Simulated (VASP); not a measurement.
Wanted: the native input for a VASP 6.6.1 run.

```
Task                   : single point
Functional             : PBE
Potentials or basis    : VASP PAW PBE potentials, release 64 (Ge_d)
Cutoff                 : 520 eV
k mesh                 : 9 × 9 × 1
Occupations            : gaussian, width 0.01 eV
Spin                   : no spin polarisation
Dipole correction      : yes
Further INCAR settings : ALGO = Normal; EDIFF = 1e-06; NBANDS = 66
```

The structure of Ge lies in POSCAR:

```
Ge
1.0
    4.0736913413      0.0000000000      0.0000000000
   -2.0368456706      3.5279201887      0.0000000000
    0.0000000000      0.0000000000     25.8100039188
Ge
8
Direct
    0.3333333333      0.6666666667      0.2905850004
    0.0000000000      0.0000000000      0.3228026927
    0.0000000000      0.0000000000      0.4194557694
    0.6666666667      0.3333333333      0.4516734616
    0.6666666667      0.3333333333      0.5483265384
    0.3333333333      0.6666666667      0.5805442306
    0.3333333333      0.6666666667      0.6771973073
    0.0000000000      0.0000000000      0.7094149996
```

One way to write it, as run:

INCAR

```
SYSTEM = Ge
PREC = Accurate ; ENCUT = 520
EDIFF = 1E-6 ; ISMEAR = 0
SIGMA = 0.01 ; LREAL = .FALSE.
LASPH = .TRUE. ; NELM = 60
ALGO = Normal ; ISIF = 2
LWAVE = .FALSE. ; LCHARG = .FALSE.
LDIPOL = .TRUE. ; IDIPOL = 3
DIPOL = 0.5 0.5 0.500 ; GGA = PE
NBANDS = 66
```

KPOINTS

```
Automatic mesh
0
G
  9 9 1
  0 0 0
```

Potentials or basis: VASP PAW PBE potentials, release 64 (Ge_d).

Launch:

```console
$ cat potpaw_PBE.64/Ge_d/POTCAR > POTCAR
$ mpirun -np 1 vasp_std > vasp.out
```

Results of the run:

```json
{"Largest force": "0.440 eV/Å", "Band gap on the k mesh": "zero (band 56 reaches 0.08 eV, above the bottom of band 57 at -0.23 eV)"}
```

Run time: 7.6 min on 1 thread of AMD EPYC 7R43 64-Core Processor (Zen 3), on a shared host, peak memory 0.47 GiB.
